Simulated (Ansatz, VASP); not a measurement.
LiBr in VASP and in Ansatz

File INCAR:

```
ALGO = Normal
EDIFF = 1E-7
EDIFFG = -0.005
ENCUT = 750
GGA = PE
GGA_COMPAT = F
IBRION = 2
ISIF = 3
ISMEAR = 0
LASPH = T
LCHARG = F
LREAL = F
LWAVE = F
NELM = 120
NELMIN = 4
NSW = 100
PREC = Accurate
SIGMA = 0.02
```

KPOINTS

```
k-points
0
Gamma
  8 8 8
```

Contents of POSCAR:

```
LiBr
1.0
    0.0000000000      2.7506500000      2.7506500000
    2.7506500000      0.0000000000      2.7506500000
    2.7506500000      2.7506500000      0.0000000000
Li Br
1 1
Direct
    0.0000000000      0.0000000000      0.0000000000
    0.5000000000      0.5000000000      0.5000000000
```

Input for Ansatz:

```yaml
crystal:
  lattice:
    - [0.0, 2.75065, 2.75065]
    - [2.75065, 0.0, 2.75065]
    - [2.75065, 2.75065, 0.0]
  atoms:
    - { symbol: Li, position: [0.0, 0.0, 0.0] }
    - { symbol: Br, position: [0.5, 0.5, 0.5] }
basis:
  ecutwfc: 420
kpoints:
  mp_grid: { grid: [8, 8, 8] }
hamiltonian:
  xc: pbe
scf:
  occupations: { method: gaussian, width: 0.02 }
output:
  forces: true
  stress: true
  eigenvalues: true
  write_density: true
  write_potential: true
  elf: true
  volumetric_format: npy
relax:
  adjacent_minimum: "off"
  f_tol: 0.005
  max_steps: 80
  cell: { stress_tol: 0.05 }
```

Alike in both runs: task relaxation of cell and atoms; functional PBE; k mesh 8 × 8 × 8; occupations gaussian, width 0.02 eV; no spin polarisation.

```csv
,VASP,Ansatz
version,VASP 6.6.1,Ansatz 0.2.0
potentials or method,"VASP PAW PBE potentials, release 64 (Li_sv, Br), cutoff 750 eV","scalar-relativistic, plane waves, PAW"
valence electrons in the cell,10,10
```

Ansatz gave:

* gap on the k mesh at the Fermi level, each at its own relaxed structure (eV): 4.92
* relaxed volume (Å³/atom): 20.92
* relaxed cell length with the largest relative difference (Å): 3.897

Problem. Estimate VASP's values.

Solution. gap on the k mesh at the Fermi level, each at its own relaxed structure (eV): 4.93; relaxed volume (Å³/atom): 20.85; relaxed cell length with the largest relative difference (Å): 3.892.
